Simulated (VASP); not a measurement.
TiC:

```
CELL_PARAMETERS angstrom
0.00000 2.19422 2.19422
2.19422 0.00000 2.19422
2.19422 2.19422 0.00000
ATOMIC_POSITIONS crystal
Ti 0.00000 0.00000 0.00000
C 0.50000 0.50000 0.50000
```

Base run:

| Property | Result |
| --- | --- |
| Program | VASP 6.6.1 |
| Functional | BLYP |
| Potentials or basis | VASP PAW PBE potentials, release 64 (Ti_sv, C) |
| Cutoff | 520 eV |
| k mesh | 11 × 11 × 11 |
| Occupations | fermi-dirac, width 0.05 eV |
| Spin | no spin polarisation |

Its results: band gap on the k mesh zero (band 8 reaches 10.05 eV, above the bottom of band 9 at 8.99 eV); pressure -0.8 GPa.

Problem. The run is repeated on the same cell with these changes: functional from BLYP to LDA; potentials or basis from VASP PAW PBE potentials, release 64 (Ti_sv, C) to VASP PAW LDA potentials, release 64 (Ti_sv, C). What comes out?

Solution. Band gap on the k mesh zero (band 8 reaches 9.39 eV, above the bottom of band 9 at 8.37 eV); pressure -20.4 GPa.

Caveats: the PAW data sets were made with another functional, which shifts forces and pressure a little (some runs).
